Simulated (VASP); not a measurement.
# W (Im-3m) in VASP: further runs

The runs below take W through single point, with PBE.

Everything below comes from runs of VASP 6.6.1. Logs are shortened: lines on timing, memory, paths and dates and some standing lists are left out, and cuts for length are marked.

### Step 1. The cell of the first run

The structure is cubic, space group Im-3m (No. 229). Conventional cell: a = 3.163 Å, b = 3.163 Å, c = 3.163 Å, α = 90.00°, β = 90.00°, γ = 90.00°. W (site symmetry m-3m) has 14 W at 2.74 to 3.16 Å within 3.6 Å.

### Step 2. Single point, PBE

The input, INCAR:

```
PREC     = Accurate       # precision mode
ENCUT    = 520            # plane-wave cutoff, eV
EDIFF    = 1E-7           # SCF threshold, eV
ISMEAR   = -1             # smearing method
SIGMA    = 0.06122561905347299 # smearing width, eV
LREAL    = False          # projectors in reciprocal space
LASPH    = True           # aspherical terms in the spheres
NELM     = 60             # most SCF steps
ALGO     = Normal         # electronic algorithm
ISIF     = 2              # what is computed and relaxed
LWAVE    = False          # write WAVECAR
LCHARG   = False          # write CHGCAR
GGA      = PE             # functional
NBANDS   = 13             # bands
```

The input, KPOINTS:

```
Automatic mesh
0
Gamma
  16 16 16
```

The input, POSCAR:

```
W
1.0
   -1.5815551870      1.5815551870      1.5815551870
    1.5815551870     -1.5815551870      1.5815551870
    1.5815551870      1.5815551870     -1.5815551870
W
1
Direct
    0.0000000000      0.0000000000      0.0000000000
```

Potentials or basis: VASP PAW PBE potentials, release 64 (W_sv).

The run is started by

```bash
$ cat potpaw_PBE.64/W_sv/POTCAR > POTCAR
$ mpirun -np 1 vasp_std > vasp.out
```

OUTCAR:

```text
PREC = Accurate
   ENCUT = 520
   EDIFF = 1E-7
   ISMEAR = -1
   LREAL = False
   LASPH = True
   NELM = 60
   ISIF = 2
   GGA = PE

 ion  position               nearest neighbor table
   1  0.000  0.000  0.000-

  LATTYP: Found a body centered cubic cell.
 ALAT       =     3.1631103740

  Lattice vectors:

 A1 = (  -1.5815551870,   1.5815551870,   1.5815551870)
 A2 = (   1.5815551870,  -1.5815551870,   1.5815551870)
 A3 = (   1.5815551870,   1.5815551870,  -1.5815551870)

Analysis of symmetry for initial positions (statically):
=====================================================================
 Subroutine PRICEL returns:
 Original cell was already a primitive cell.

 Routine SETGRP: Setting up the symmetry group for a
 body centered cubic supercell.

 Subroutine GETGRP returns: Found 48 space group operations
 (whereof 48 operations were pure point group operations)
 out of a pool of 48 trial point group operations.

The static configuration has the point symmetry O_h .

Analysis of symmetry for dynamics (positions and initial velocities):
=====================================================================
 Subroutine PRICEL returns:
 Original cell was already a primitive cell.

 Routine SETGRP: Setting up the symmetry group for a
 body centered cubic supercell.

 Subroutine GETGRP returns: Found 48 space group operations
 (whereof 48 operations were pure point group operations)
 out of a pool of 48 trial point group operations.

The dynamic configuration has the point symmetry O_h .

 Subroutine INISYM returns: Found 48 space group operations
 (whereof 48 operations are pure point group operations),
 and found     1 'primitive' translations

----------------------------------------------------------------------------------------

                                     Primitive cell

  volume of cell :      15.8239

  direct lattice vectors                    reciprocal lattice vectors
    -1.581555187  1.581555187  1.581555187     0.000000000  0.316144517  0.316144517
     1.581555187 -1.581555187  1.581555187     0.316144517  0.000000000  0.316144517
     1.581555187  1.581555187 -1.581555187     0.316144517  0.316144517  0.000000000

  length of vectors
     2.739333939  2.739333939  2.739333939     0.447095863  0.447095863  0.447095863

  position of ions in fractional coordinates (direct lattice)
     0.000000000  0.000000000  0.000000000

  ion indices of the primitive-cell ions
   primitive index   ion index
                 1           1

----------------------------------------------------------------------------------------

 KPOINTS: Automatic mesh

Automatic generation of k-mesh.
 Grid dimensions read from file:
 generate k-points for:   16   16   16

 Generating k-lattice:

  Cartesian coordinates                     Fractional coordinates (reciprocal lattice)
     0.000000000  0.019759032  0.019759032     0.062500000  0.000000000  0.000000000
     0.019759032  0.000000000  0.019759032     0.000000000  0.062500000  0.000000000
     0.019759032  0.019759032  0.000000000     0.000000000  0.000000000  0.062500000

  Length of vectors
     0.027943491  0.027943491  0.027943491

  Shift w.r.t. Gamma in fractional coordinates (k-lattice)
     0.000000000  0.000000000  0.000000000

 Subroutine IBZKPT returns following result:
 ===========================================

 Found    145 irreducible k-points:

 Following reciprocal coordinates:
            Coordinates               Weight
  0.000000  0.000000  0.000000      1.000000
  0.062500  0.000000  0.000000     12.000000
  0.125000  0.000000  0.000000     12.000000
  0.187500  0.000000  0.000000     12.000000
  0.250000  0.000000  0.000000     12.000000
  0.312500  0.000000  0.000000     12.000000
[... 16 lines left out ...]
  0.187500  0.187500  0.000000     24.000000
  0.250000  0.187500  0.000000     48.000000
 [... further k-points ...]
   k-points           NKPTS =    145   k-points in BZ     NKDIM =    145   number of bands    NBANDS=     13
   number of dos      NEDOS =    301   number of ions     NIONS =      1
   total plane-waves  NPLWV =   8000
   dimension x,y,z NGX =    20 NGY =   20 NGZ =   20
   dimension x,y,z NGXF=    40 NGYF=   40 NGZF=   40
   ions per type =               1
   NGX,Y,Z   is equivalent  to a cutoff of  12.14, 12.14, 12.14 a.u.
   NGXF,Y,Z  is equivalent  to a cutoff of  24.28, 24.28, 24.28 a.u.
 SYSTEM =  unknown system
   PREC   = accura    normal or accurate (medium, high low for compatibility)
   ISTART =      0    job   : 0-new  1-cont  2-samecut
   ICHARG =      2    charge: 1-file 2-atom 10-const
   ISPIN  =      1    spin polarized calculation?
   LNONCOLLINEAR =      F non collinear calculations
   LSORBIT =      F    spin-orbit coupling
   LASPH  =      T    aspherical Exc in radial PAW
   ENCUT  =  520.0 eV  38.22 Ry    6.18 a.u.   5.09  5.09  5.09*2*pi/ulx,y,z
   NELM   =     60;   NELMIN=  2; NELMDL= -5     # of ELM steps
   EDIFF  = 0.1E-06   stopping-criterion for ELM
   LREAL  =      F    real-space projection
   EDIFFG = 0.1E-05   stopping-criterion for IOM
   NSW    =      0    number of steps for IOM
   IBRION =     -1    ionic relax: 0-MD 1-quasi-New 2-CG
   NFREE  =      0    steps in history (QN), initial steepest desc. (CG)
   ISIF   =      2    stress and relaxation
   ISYM   =      2    0-nonsym 1-usesym 2-fastsym
   POTIM  = 0.5000    time-step for ionic-motion
   TEBEG  =    0.0;   TEEND  =   0.0 temperature during run
   PSTRESS=    0.0 pullay stress
   NELECT =      14.0000    total number of electrons
   NUPDOWN=      -1.0000    fix difference up-down
   EMIN   =  10.00;   EMAX   =-10.00  energy-range for DOS
   EFERMI =   0.00;   METHOD = LEGACY
   ISMEAR =    -1;   SIGMA  =   0.06  broadening in eV -4-tet -1-fermi 0-gaus
   EFERMI_NEDOS =   21; number of points for ismear=-14 and -15
   IALGO  =     38    algorithm
   IMIX   =      4    mixing-type and parameters
     AMIX     =   0.40;   BMIX     =  1.00
     AMIX_MAG =   1.60;   BMIX_MAG =  1.00
  volume/ion in A,a.u.               =      15.82       106.78
  Fermi-wavevector in a.u.,A,eV,Ry     =   1.571616  2.969924 33.606084  2.469977
  Thomas-Fermi vector in A             =   2.673173
   LORBIT       =      0    0 simple, 1 ext, 2 COOP (PROOUT), +10 PAW based schemes
   GGA     = PE    functional components
   LHFCALC =     F    Hartree Fock is set to
   AEXX    =    0.0000 exact exchange contribution
   IVDW    =     0    specifies the selected vdW correction
   LEPSILON=     F    determine dielectric tensor
   LRPA    =     F    only Hartree local field effects (RPA)
 non-spin polarized calculation
  energy-cutoff  :      520.00
  volume of cell :       15.82
 maximum number of plane-waves:       438
   NGX = 11   NGY = 11   NGZ = 11

 number of electron      14.0000004 magnetization

 Free energy of the ion-electron system (eV)
  ---------------------------------------------------
  ext. energy  EPLUGINS =         0.00000000
  ---------------------------------------------------
  free energy    TOTEN  =       -12.95372112 eV

  energy without entropy =      -12.94743427  energy(sigma->0) =      -12.95057770

 E-fermi :  11.5028     XC(G=0): -13.6502

 val. band max:       11.4804671910   @ k =  -0.2500   0.3125   0.1250
 cond. band min:      11.5087538984   @ k =  -0.3125   0.3125   0.1875
 fundamental gap:      0.0282867075
 Fermi energy:        11.5028402379

 k-point     1 :       0.0000    0.0000    0.0000
  band No.  band energies     occupation
      1     -62.7082      2.00000
      2     -26.2678      2.00000
      3     -26.2678      2.00000
      4     -26.2678      2.00000
      5       1.8218      2.00000
      6      10.2389      2.00000
      7      10.2389      2.00000
      8      10.2389      2.00000
      9      13.7367      0.00000
     10      13.7367      0.00000
     11      25.9897      0.00000
     12      25.9897      0.00000
     13      25.9897      0.00000

 k-point     2 :       0.0625    0.0000    0.0000
  band No.  band energies     occupation
      1     -62.7030      2.00000
      2     -26.3212      2.00000
      3     -26.2844      2.00000
      4     -26.2681      2.00000
      5       2.0115      2.00000
      6      10.1230      2.00000
      7      10.2122      2.00000
      8      10.4220      2.00000
      9      13.5519      0.00000
     10      13.7377      0.00000
     11      26.1522      0.00000
     12      26.3124      0.00000
     13      26.4568      0.00000

 k-point     3 :       0.1250    0.0000    0.0000
  band No.  band energies     occupation
      1     -62.6885      2.00000
      2     -26.4713      2.00000
      3     -26.3315      2.00000
      4     -26.2688      2.00000
      5       2.5536      2.00000
      6       9.8097      2.00000
      7      10.0905      2.00000
      8      10.9637      1.99970
      9      13.1929      0.00000
     10      13.7522      0.00000
     11      26.5356      0.00000
     12      27.2438      0.00000
     13      27.5934      0.00000

 k-point     4 :       0.1875    0.0000    0.0000
  band No.  band energies     occupation
      1     -62.6666      2.00000
      2     -26.6906      2.00000
      3     -26.4013      2.00000
      4     -26.2700      2.00000
      5       3.3580      2.00000
      6       9.3795      2.00000
      7       9.8329      2.00000
      8      11.8406      0.00800
      9      13.0058      0.00000
     10      13.8071      0.00000
     11      26.7490      0.00000
     12      28.5552      0.00000
     13      28.6942      0.00000

 k-point     5 :       0.2500    0.0000    0.0000
  band No.  band energies     occupation
      1     -62.6408      2.00000
      2     -26.9416      2.00000
      3     -26.4825      2.00000
      4     -26.2714      2.00000
      5       4.2418      2.00000
      6       8.9199      2.00000
      7       9.6107      2.00000
      8      13.0093      0.00000
      9      13.1091      0.00000
     10      13.9262      0.00000
     11      26.2376      0.00000
     12      28.0294      0.00000
     13      30.5581      0.00000
[... 257 lines left out ...]
 k-point    22 :       0.4375    0.1250   -0.0000
  band No.  band energies     occupation
      1     -62.5680      2.00000
      2     -27.5010      2.00000
      3     -26.7541      2.00000
      4     -26.3448      2.00000
      5       5.7094      2.00000
      6       8.0225      2.00000
      7      11.0406      1.99895
      8      13.4488      0.00000
      9      15.0159      0.00000
     10      18.5325      0.00000
     11      21.7950      0.00000
     12      23.9744      0.00000
     13      27.8270      0.00000

 k-point    23 :       0.1875    0.1875    0.0000
  band No.  band energies     occupation
      1     -62.6089      2.00000
      2     -27.1584      2.00000
      3     -26.5830      2.00000
      4     -26.3627      2.00000
      5       5.5322      2.00000
      6       8.5972      2.00000
      7       8.9651      2.00000
      8      12.7798      0.00000
      9      14.4980      0.00000
     10      15.2091      0.00000
     11      25.4150      0.00000
     12      27.7442      0.00000
     13      30.0281      0.00000

 k-point    24 :       0.2500    0.1875    0.0000
  band No.  band energies     occupation
      1     -62.5885      2.00000
      2     -27.2873      2.00000
      3     -26.6919      2.00000
      4     -26.3799      2.00000
      5       6.1133      2.00000
      6       8.3300      2.00000
      7       9.1462      2.00000
      8      13.0453      0.00000
      9      14.5927      0.00000
     10      16.7937      0.00000
     11      23.9621      0.00000
     12      26.7396      0.00000
     13      28.6478      0.00000

 [... further k-points ...]

------------------------ aborting loop because EDIFF is reached ----------------------------------------

  FORCE on cell =-STRESS in cart. coord.  units (eV):
  Direction    XX          YY          ZZ          XY          YZ          ZX
  --------------------------------------------------------------------------------------
  -------------------------------------------------------------------------------------
  Total        0.6389252      0.6389252      0.6389252      0.0000000     -0.0000000      0.0000000
  in kB       64.6915479     64.6915479     64.6915479      0.0000000     -0.0000000      0.0000000
  external PRESSURE =      64.6915479 kB  Pullay stress =       0.0000000 kB

 VOLUME and BASIS-vectors are now :
 -----------------------------------------------------------------------------
  energy-cutoff  :      520.00
  volume of cell :       15.82
      direct lattice vectors                 reciprocal lattice vectors
    -1.581555187  1.581555187  1.581555187     0.000000000  0.316144517  0.316144517
     1.581555187 -1.581555187  1.581555187     0.316144517  0.000000000  0.316144517
     1.581555187  1.581555187 -1.581555187     0.316144517  0.316144517  0.000000000

 POSITION                                       TOTAL-FORCE (eV/Angst)
 -----------------------------------------------------------------------------------
      0.00000      0.00000      0.00000        -0.000000      0.000000      0.000000
 -----------------------------------------------------------------------------------
    total drift:                                0.000000     -0.000000      0.000000

  FREE ENERGIE OF THE ION-ELECTRON SYSTEM (eV)
  ---------------------------------------------------
  free  energy   TOTEN  =       -12.9537211211 eV

  energy  without entropy=      -12.9474342730  energy(sigma->0) =      -12.95057770
```

It took 35 s on 1 thread of Intel Xeon 8259CL, shared host; peak memory 0.14 GiB.

What came out:

| Quantity | Value |
| --- | --- |
| Free energy | -12.9537 eV |
| Pressure | 6.5 GPa |
| Band gap on the k mesh | zero (band 7 reaches 16.65 eV, above the bottom of band 8 at 10.24 eV) |

Caveat: spin-orbit coupling is left out, which moves the levels of the heavy elements.

(Continued in part 2 of 3.)
